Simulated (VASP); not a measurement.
# Ca (P6/mmm) in VASP: notebook

Ca is run at these levels: PBEsol; tasks: relaxation of cell and atoms.

Program: VASP 6.6.1. These are calculated values, not measurements. Logs are shortened: lines on timing, memory, paths and dates and some standing lists are left out, and cuts for length are marked.

### 1 The cell of the first run

Symmetry: P6/mmm, No. 191, hexagonal system. The conventional cell has a = 3.701 Å, b = 3.701 Å, c = 3.442 Å, α = 90.00°, β = 90.00°, γ = 120.00°. Within 4.5 Å of Ca (site symmetry 6/mmm) lie 8 Ca at 3.44 to 3.70 Å.

### 2 Relaxation of cell and atoms, PBEsol

Input file INCAR:

```
ALGO = Fast
EDIFF = 1E-6
EDIFFG = -0.01
ENCUT = 600
GGA = PS
IBRION = 2
ISIF = 3
ISMEAR = 0
LASPH = True
LCHARG = False
LREAL = False
LWAVE = False
NELM = 100
NSW = 100
PREC = Accurate
SIGMA = 0.1
```

Input file KPOINTS:

```
k-points
0
Gamma
  18 18 16
```

Input file POSCAR:

```
Ca
1.0
    3.7014823744      0.0000000000      0.0000000000
   -1.8507411872      3.2055777679      0.0000000000
    0.0000000000      0.0000000000      3.4422981094
Ca
1
Direct
    0.0000000000      0.0000000000      0.0000000000
```

Potentials or basis: VASP PAW PBE potentials, release 64 (Ca_sv).

Launch:

```sh
cat potpaw_PBE.64/Ca_sv/POTCAR > POTCAR
mpirun -np 1 vasp_std > vasp.out
```

OUTCAR:

```text
EDIFF = 1E-6
   EDIFFG = -0.01
   ENCUT = 600
   GGA = PS
   IBRION = 2
   ISIF = 3
   ISMEAR = 0
   LASPH = True
   LREAL = False
   NELM = 100
   NSW = 100
   PREC = Accurate

 ion  position               nearest neighbor table
   1  0.000  0.000  0.000-

  LATTYP: Found a hexagonal cell.
 ALAT       =     3.7014823744
 C/A-ratio  =     0.9299782523

  Lattice vectors:

 A1 = (   3.7014823744,   0.0000000000,   0.0000000000)
 A2 = (  -1.8507411872,   3.2055777679,   0.0000000000)
 A3 = (   0.0000000000,   0.0000000000,   3.4422981094)

Analysis of symmetry for initial positions (statically):
=====================================================================
 Subroutine PRICEL returns:
 Original cell was already a primitive cell.

 Routine SETGRP: Setting up the symmetry group for a
 hexagonal supercell.

 Subroutine GETGRP returns: Found 24 space group operations
 (whereof 24 operations were pure point group operations)
 out of a pool of 24 trial point group operations.

The static configuration has the point symmetry D_6h.

Analysis of symmetry for dynamics (positions and initial velocities):
=====================================================================
 Subroutine PRICEL returns:
 Original cell was already a primitive cell.

 Routine SETGRP: Setting up the symmetry group for a
 hexagonal supercell.

 Subroutine GETGRP returns: Found 24 space group operations
 (whereof 24 operations were pure point group operations)
 out of a pool of 24 trial point group operations.

The dynamic configuration has the point symmetry D_6h.

 Subroutine INISYM returns: Found 24 space group operations
 (whereof 24 operations are pure point group operations),
 and found     1 'primitive' translations

----------------------------------------------------------------------------------------

                                     Primitive cell

  volume of cell :      40.8442

  direct lattice vectors                    reciprocal lattice vectors
     3.701482374  0.000000000  0.000000000     0.270162032  0.155978122  0.000000000
    -1.850741187  3.205577768  0.000000000     0.000000000  0.311956244  0.000000000
     0.000000000  0.000000000  3.442298109     0.000000000  0.000000000  0.290503602

  length of vectors
     3.701482374  3.701482374  3.442298109     0.311956244  0.311956244  0.290503602

  position of ions in fractional coordinates (direct lattice)
     0.000000000  0.000000000  0.000000000

  ion indices of the primitive-cell ions
   primitive index   ion index
                 1           1

----------------------------------------------------------------------------------------

 KPOINTS: k-points
[... 75 lines left out ...]
   ISYM   =      2    0-nonsym 1-usesym 2-fastsym
   POTIM  = 0.5000    time-step for ionic-motion
   TEBEG  =    0.0;   TEEND  =   0.0 temperature during run
   PSTRESS=    0.0 pullay stress
   NELECT =      10.0000    total number of electrons
   NUPDOWN=      -1.0000    fix difference up-down
   EMIN   =  10.00;   EMAX   =-10.00  energy-range for DOS
   EFERMI =   0.00;   METHOD = LEGACY
   ISMEAR =     0;   SIGMA  =   0.10  broadening in eV -4-tet -1-fermi 0-gaus
   EFERMI_NEDOS =   21; number of points for ismear=-14 and -15
   IALGO  =     68    algorithm
   IMIX   =      4    mixing-type and parameters
     AMIX     =   0.40;   BMIX     =  1.00
     AMIX_MAG =   1.60;   BMIX_MAG =  1.00
  volume/ion in A,a.u.               =      40.84       275.63
  Fermi-wavevector in a.u.,A,eV,Ry     =   1.024153  1.935368 14.270995  1.048889
  Thomas-Fermi vector in A             =   2.157924
   LORBIT       =      0    0 simple, 1 ext, 2 COOP (PROOUT), +10 PAW based schemes
   GGA     = PS    functional components
   LHFCALC =     F    Hartree Fock is set to
   AEXX    =    0.0000 exact exchange contribution
   IVDW    =     0    specifies the selected vdW correction
   LEPSILON=     F    determine dielectric tensor
   LRPA    =     F    only Hartree local field effects (RPA)
 conjugate gradient relaxation of ions
 non-spin polarized calculation
 RMM-DIIS sequential band-by-band and
 Gauss-broadening in eV      SIGMA  =   0.10
  energy-cutoff  :      600.00
  volume of cell :       40.84
 maximum number of plane-waves:      1390
 NGX is ok and might be reduce to    30
   NGX = 15   NGY = 15   NGZ = 13

 number of electron      10.0000000 magnetization

 number of electron       9.9999999 magnetization

 Free energy of the ion-electron system (eV)
  ---------------------------------------------------
  ext. energy  EPLUGINS =         0.00000000
  ---------------------------------------------------
  free energy    TOTEN  =        -1.90723218 eV

  energy without entropy =       -1.90049055  energy(sigma->0) =       -1.90386136

 E-fermi :   1.9340     XC(G=0):  -7.9036

 val. band max:        1.9291455370   @ k =   0.3889   0.1667   0.0625
 cond. band min:       1.9386096942   @ k =   0.3889   0.1667   0.4375
 fundamental gap:      0.0094641572
 Fermi energy:         1.9340497364

 k-point     1 :       0.0000    0.0000    0.0000
  band No.  band energies     occupation
      1     -39.8968      2.00000
      2     -20.8734      2.00000
      3     -20.8734      2.00000
      4     -20.8444      2.00000
      5      -2.0378      2.00000
      6       2.8685      0.00000
      7       4.2928      0.00000
      8       4.2928      0.00000
      9       6.2956      0.00000
[... 265 lines left out ...]
 k-point    24 :       0.3889    0.1111    0.0000
  band No.  band energies     occupation
      1     -39.8774      2.00000
      2     -21.0505      2.00000
      3     -20.9304      2.00000
      4     -20.8246      2.00000
      5       0.8492      2.00000
      6       2.0451      0.11642
      7       3.0603      0.00000
      8       5.1788      0.00000
      9       6.2055      0.00000

 [... further k-points ...]
[... 5 lines left out ...]
  --------------------------------------------------------------------------------------
  -------------------------------------------------------------------------------------
  Total        0.0080185      0.0080185      0.0046011      0.0000000      0.0000000      0.0000000
  in kB        0.3145393      0.3145393      0.1804862      0.0000000      0.0000000      0.0000000
  external PRESSURE =       0.2698550 kB  Pullay stress =       0.0000000 kB

 VOLUME and BASIS-vectors are now :
 -----------------------------------------------------------------------------
  energy-cutoff  :      600.00
  volume of cell :       40.84
      direct lattice vectors                 reciprocal lattice vectors
     3.701482374  0.000000000  0.000000000     0.270162032  0.155978122  0.000000000
    -1.850741187  3.205577768  0.000000000     0.000000000  0.311956244  0.000000000
     0.000000000  0.000000000  3.442298109     0.000000000  0.000000000  0.290503602

 POSITION                                       TOTAL-FORCE (eV/Angst)
 -----------------------------------------------------------------------------------
      0.00000      0.00000      0.00000         0.000000      0.000000      0.000000
 -----------------------------------------------------------------------------------
    total drift:                               -0.000000      0.000000     -0.000000

  FREE ENERGIE OF THE ION-ELECTRON SYSTEM (eV)
  ---------------------------------------------------
  free  energy   TOTEN  =        -1.9072321774 eV

  energy  without entropy=       -1.9004905480  energy(sigma->0) =       -1.90386136

 reached required accuracy - stopping structural energy minimisation
```

OSZICAR:

```text
N       E                     dE             d eps       ncg     rms          rms(c)
DAV:   1     0.692404075788E+02    0.69240E+02   -0.55276E+03  5994   0.112E+03
DAV:   2    -0.467809201843E+00   -0.69708E+02   -0.69401E+02  6158   0.242E+02
DAV:   3    -0.185690663202E+01   -0.13891E+01   -0.13735E+01  9310   0.364E+01
DAV:   4    -0.191799127274E+01   -0.61085E-01   -0.60971E-01  8715   0.571E+00
DAV:   5    -0.191901858728E+01   -0.10273E-02   -0.10269E-02  9520   0.541E-01    0.233E+00
RMM:   6    -0.191109733456E+01    0.79213E-02   -0.63759E-03  5995   0.123E+00    0.143E+00
RMM:   7    -0.190694319619E+01    0.41541E-02   -0.19366E-02  6052   0.229E+00    0.113E-01
RMM:   8    -0.190710729462E+01   -0.16410E-03   -0.57336E-03  6576   0.792E-01    0.510E-02
RMM:   9    -0.190718596404E+01   -0.78669E-04   -0.12097E-03  6943   0.368E-01    0.246E-02
RMM:  10    -0.190722509471E+01   -0.39131E-04   -0.27022E-04  6991   0.151E-01    0.313E-02
RMM:  11    -0.190722918983E+01   -0.40951E-05   -0.14053E-04  6993   0.129E-01    0.248E-02
RMM:  12    -0.190723051623E+01   -0.13264E-05   -0.27808E-05  6938   0.532E-02    0.751E-03
RMM:  13    -0.190723187373E+01   -0.13575E-05   -0.88277E-06  5151   0.201E-02    0.142E-03
RMM:  14    -0.190723217741E+01   -0.30368E-06   -0.22620E-06  4858   0.890E-03
   1 F= -.19072322E+01 E0= -.19038614E+01  d E =-.190723E+01
```

It took 2 min on 1 thread of Oxide Virtual Turin-like, shared host; peak memory 0.26 GiB.

What came out:

- Free energy: -1.9072 eV
- Pressure after relaxing: 0.0 GPa
- Band gap on the k mesh: zero (band 5 reaches 2.59 eV, above the bottom of band 6 at 1.47 eV)

Final structure:
```
Ca
1.0
     3.70148    0.00000    0.00000
    -1.85074    3.20558    0.00000
     0.00000    0.00000    3.44230
Ca
1
Direct
  0.00000 0.00000 0.00000
```

Levels at points of the mesh, in eV from the Fermi level:
```csv
k point,band 1,band 2,band 3,band 4,band 5,band 6,band 7,band 8,band 9
"(0.00, 0.00, 0.00)",-41.83,-22.81,-22.81,-22.78,-3.97,0.93,2.36,2.36,4.36
"(0.50, 0.00, 0.00)",-41.81,-23.00,-22.85,-22.76,-0.96,-0.13,1.14,3.18,4.14
"(0.00, 0.00, 0.50)",-41.81,-23.04,-22.78,-22.78,-1.25,-0.47,2.76,2.76,3.12
"(0.50, 0.00, 0.50)",-41.79,-23.00,-22.96,-22.83,-0.21,0.75,2.54,2.86,3.13
```

Caveat: the relaxation stopped at its first step, so nothing moved; the PAW data sets were made with another functional, which shifts forces and pressure a little.

### 3 Relaxation of cell and atoms, PBEsol

This run uses another cell than the first one, of 44.07 Å³/atom, 1.079 times its volume.

Input file INCAR:

```
ALGO     = Fast           # electronic algorithm
EDIFF    = 1E-6           # SCF threshold, eV
EDIFFG   = -0.01          # ionic threshold
ENCUT    = 600            # plane-wave cutoff, eV
GGA      = PS             # functional
IBRION   = 2              # ionic algorithm
ISIF     = 3              # what is computed and relaxed
ISMEAR   = 0              # smearing method
LASPH    = T              # aspherical terms in the spheres
LCHARG   = F              # write CHGCAR
LREAL    = F              # projectors in reciprocal space
LWAVE    = F              # write WAVECAR
NELM     = 100            # most SCF steps
NSW      = 100            # ionic steps
PREC     = Accurate       # precision mode
SIGMA    = 0.1            # smearing width, eV
```

KPOINTS is that of step 2.

Input file POSCAR:

```
Ca
1.0
    3.7905385436      0.0000000000      0.0000000000
   -1.8952692718      3.2827026728      0.0000000000
    0.0000000000      0.0000000000      3.5417844517
Ca
1
Direct
    0.0000000000      0.0000000000      0.0000000000
```

Potentials or basis: VASP PAW PBE potentials, release 64 (Ca_sv).

Launch:

```sh
cat potpaw_PBE.64/Ca_sv/POTCAR > POTCAR
mpirun -np 1 vasp_std > vasp.out
```

Run time: 13 min. Hardware: 1 thread of Oxide Virtual Turin-like, shared host; peak memory 0.28 GiB.

It converged, with:

```yaml
Free_energy: -1.9074 eV
Relaxed_volume: 40.88 Å³/atom
Relaxed_cell: a = 3.702 Å, b = 3.702 Å, c = 3.444 Å, α = 90.00°, β = 90.00°, γ = 120.00°
Space_group_after_relaxing_to_0.05_Å: P6/mmm (No. 191)
Energy_gained_by_relaxing: 9.3 meV/atom
Ionic_steps: 6
Pressure_after_relaxing: 0.0 GPa
Band_gap_on_the_k_mesh: zero (band 5 reaches 2.59 eV, above the bottom of band 6 at 1.46 eV)
```

Step by step:
| step | energy change (eV) | largest force (eV/Å) | pressure (GPa) | volume (Å³) |
| --- | --- | --- | --- | --- |
| 1 | 0.0000 | 0.0000 | -0.90 | 44.07 |
| 2 | -0.0068 | 0.0000 | -0.48 | 42.51 |
| 3 | -0.0089 | 0.0000 | -0.05 | 41.14 |
| 4 | -0.0089 | 0.0000 | 0.01 | 41.06 |
| 5 | -0.0093 | 0.0000 | 0.01 | 40.90 |
| 6 | -0.0093 | 0.0000 | 0.02 | 40.88 |

Final structure:
```
Ca
1.0
     3.70247    0.00000    0.00000
    -1.85124    3.20644    0.00000
     0.00000    0.00000    3.44351
Ca
1
Cartesian
  0.0000 0.0000 0.0000
```

Levels at points of the mesh, in eV from the Fermi level:
```tsv
k point	band 3	band 4	band 5	band 6	band 7	band 8
(0.00, 0.00, 0.00)	-22.81	-22.78	-3.97	0.93	2.36	2.36
(0.50, 0.00, 0.00)	-22.85	-22.76	-0.96	-0.13	1.14	3.17
(0.00, 0.00, 0.50)	-22.79	-22.79	-1.25	-0.47	2.76	2.76
(0.50, 0.00, 0.50)	-22.97	-22.83	-0.21	0.75	2.53	2.86
```

Caveat: the PAW data sets were made with another functional, which shifts forces and pressure a little.
